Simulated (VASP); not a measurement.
## CaF: single point with PBE

CaF:

```
Ca F
1.0
     0.00000    2.52452    2.52452
     2.52452    0.00000    2.52452
     2.52452    2.52452    0.00000
Ca F
1 1
Direct
  0.00000 0.00000 0.00000
  0.50000 0.50000 0.50000
```

The cell was built from a structure type or drawn by symmetry, and may not be a known phase.

```yaml
Program: VASP 6.6.1
Task: single point
Functional: PBE
Potentials_or_basis: VASP PAW PBE potentials, release 64 (Ca_sv, F)
Cutoff: 600 eV
k_mesh: 6 × 6 × 6
Occupations: gaussian, width 0.1 eV
Spin: no spin polarisation
```

- Pressure: 7.6 GPa
- Band gap on the k mesh: zero (an odd number of electrons rules out a gap without spin polarisation)

Levels at points of the mesh, in eV from the Fermi level:
| k point | band 6 | band 7 | band 8 | band 9 | band 10 | band 11 | band 12 | band 13 |
| --- | --- | --- | --- | --- | --- | --- | --- | --- |
| (0.00, 0.00, 0.00) | -8.05 | -8.05 | -8.05 | -2.66 | 1.28 | 1.28 | 1.28 | 2.69 |
| (0.50, 0.00, 0.00) | -9.26 | -8.52 | -8.52 | 0.31 | 1.81 | 2.67 | 2.67 | 4.36 |
| (0.50, 0.50, 0.00) | -8.66 | -8.23 | -8.23 | -1.11 | 1.52 | 3.37 | 3.69 | 4.15 |

Run time: 9.1 s on 1 thread of Intel(R) Xeon(R) Platinum 8375C CPU @ 2.90GHz (Ice Lake), on a shared host, peak memory 0.17 GiB.

Caveat: the cell stands under pressure; an odd number of electrons without spin polarisation forces a metal; a magnetic or distorted state may lie lower.
